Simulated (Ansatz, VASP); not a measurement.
**SiMo3 in VASP and in Ansatz**

```xyz
8
Lattice="4.4727 0.0000 0.0000 0.0000 4.4727 0.0000 0.0000 0.0000 5.0560" Properties=species:S:1:pos:R:3 pbc="T T T"
Si    0.0000    0.0000    0.0000
Si    2.2363    2.2363    2.5280
Mo    1.1182    0.0000    2.5280
Mo    2.2363    3.3545    0.0000
Mo    3.3545    0.0000    2.5280
Mo    2.2363    1.1182    0.0000
Mo    0.0000    2.2363    3.7920
Mo    0.0000    2.2363    1.2640
```

Change from the starting cell: strain -0.080 along x and y, +0.040 along z, atoms carried along.

Alike in both runs: task single point; functional PBEsol; k mesh 8 × 8 × 8; occupations gaussian, width 0.15 eV; no spin polarisation.

|  | VASP | Ansatz |
| --- | --- | --- |
| version | VASP 6.6.1 | Ansatz 0.2.0 |
| potentials or method | VASP PAW PBE potentials, release 64 (Si, Mo_sv), cutoff 520 eV | scalar-relativistic, plane waves, PAW |
| valence electrons in the cell | 92 | 92 |

Ansatz gave:

- gap on the k mesh at the Fermi level (eV): none
- pressure (GPa): 50.0
- traceless stress, the component that is largest in VASP (GPa): -39.03
- rms of the force components (eV/Å): 0.023

What did VASP give for the same quantities?

gap on the k mesh at the Fermi level (eV): none; pressure (GPa): 51.3; traceless stress, the component that is largest in VASP (GPa): -39.61; rms of the force components (eV/Å): 0.021.

VASP's potentials were made for PBE, not for PBEsol. Atom by atom the forces differ by 0.002 eV/Å (rms over components). A gap of «none» marks a metal or a gap that the smearing closes. Both programs put the cell under a high pressure, so it lies far from rest at this level. The functional is the same, so the differences come from potentials, cutoffs and numerics.
